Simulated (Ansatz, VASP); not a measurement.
LiBe4: VASP beside Ansatz

Contents of INCAR:

```
SYSTEM = LiBe4
ALGO = Normal
EDIFF = 1E-7
EDIFFG = -0.01
ENCUT = 600
GGA = PE
IBRION = 2
ISIF = 3
ISMEAR = 0
LASPH = .TRUE.
LCHARG = .FALSE.
LREAL = .FALSE.
LWAVE = .FALSE.
NELM = 100
NSW = 100
PREC = Accurate
SIGMA = 0.1
```

KPOINTS

```
k-points
0
G
  14 14 14
  0 0 0
```

Contents of POSCAR:

```
LiBe4
1.0
    0.0000000000      1.7791340349      9.4269904153
    1.3016429168      0.0000000000      9.4269904153
    1.3016429168      1.7791340349      0.0000000000
Li Be
1 4
Direct
    0.0000000000      0.0000000000      0.0000000000
    0.3910922230      0.3910922230      0.6089077770
    0.7977238551      0.7977238551      0.2022761449
    0.2022761449      0.2022761449      0.7977238551
    0.6089077770      0.6089077770      0.3910922230
```

Input for Ansatz:

```yaml
crystal:
  lattice:
    - [0.0, 1.7791340349, 9.4269904153]
    - [1.3016429168, 0.0, 9.4269904153]
    - [1.3016429168, 1.7791340349, 0.0]
  atoms:
    - { symbol: Li, position: [0.0, 0.0, 0.0] }
    - { symbol: Be, position: [0.391092223, 0.391092223, 0.608907777] }
    - { symbol: Be, position: [0.7977238551, 0.7977238551, 0.2022761449] }
    - { symbol: Be, position: [0.2022761449, 0.2022761449, 0.7977238551] }
    - { symbol: Be, position: [0.608907777, 0.608907777, 0.391092223] }
basis:
  ecutwfc: 420
kpoints:
  mp_grid: { grid: [14, 14, 14] }
hamiltonian:
  xc: pbe
scf:
  occupations: { method: gaussian, width: 0.1 }
output:
  forces: true
  stress: true
  eigenvalues: true
relax:
  adjacent_minimum: "off"
  f_tol: 0.01
  max_steps: 80
  cell: { stress_tol: 0.05 }
```

Change from the starting cell: species swapped into the Nb4Pd type (Fmmm, No. 69).

Alike in both runs: task relaxation of cell and atoms; functional PBE; k mesh 14 × 14 × 14; occupations gaussian, width 0.1 eV; no spin polarisation.

|  | VASP | Ansatz |
| --- | --- | --- |
| version | VASP 6.6.1 | Ansatz 0.2.0 |
| potentials or method | VASP PAW PBE potentials, release 64 (Li_sv, Be), cutoff 600 eV | scalar-relativistic, plane waves, PAW |
| valence electrons in the cell | 11 | 11 |

VASP gave:

```
gap on the k mesh at the Fermi level, each at its own relaxed structure (eV) : none
relaxed volume (Å³/atom)                                                     : 8.77
relaxed cell length with the largest relative difference (Å)                 : 9.592
```

Estimate Ansatz's values.

gap on the k mesh at the Fermi level, each at its own relaxed structure (eV): none; relaxed volume (Å³/atom): 8.77; relaxed cell length with the largest relative difference (Å): 9.587.

A gap of «none» marks a metal or a gap that the smearing closes.

Noted on VASP's run: the cutoff is short for stress, so the pressure is rough.
